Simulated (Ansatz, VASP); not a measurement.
## One calculation of Na3Al, two programs

```
Na Al
1.0
     0.00000    3.88344    3.88344
     3.88344    0.00000    3.88344
     3.88344    3.88344    0.00000
Na Al
3 1
Direct
  0.25000 0.25000 0.25000
  0.75000 0.75000 0.75000
  0.50000 0.50000 0.50000
  0.00000 0.00000 0.00000
```

Alike in both runs: task single point; functional PBE; k mesh 5 × 5 × 5; no spin polarisation.

```csv
,VASP,Ansatz
version,VASP 6.6.1,Ansatz 0.2.0
potentials or method,"VASP PAW PBE potentials, release 64 (Na_pv, Al), cutoff 520 eV","plane waves, PAW"
occupations,"methfessel-paxton of order 1, width 0.1 eV","cold, width 0.1 eV"
valence electrons in the cell,24,30
```

|  | VASP | Ansatz | Ansatz less VASP |
| --- | --- | --- | --- |
| pressure (GPa) | -0.4 | -0.4 | -0.02 |

VASP's potentials hold 24 valence electrons a cell and Ansatz's 30, so a difference there can come from the potentials and not from the codes. Ansatz's warnings: stress scf threshold loose.
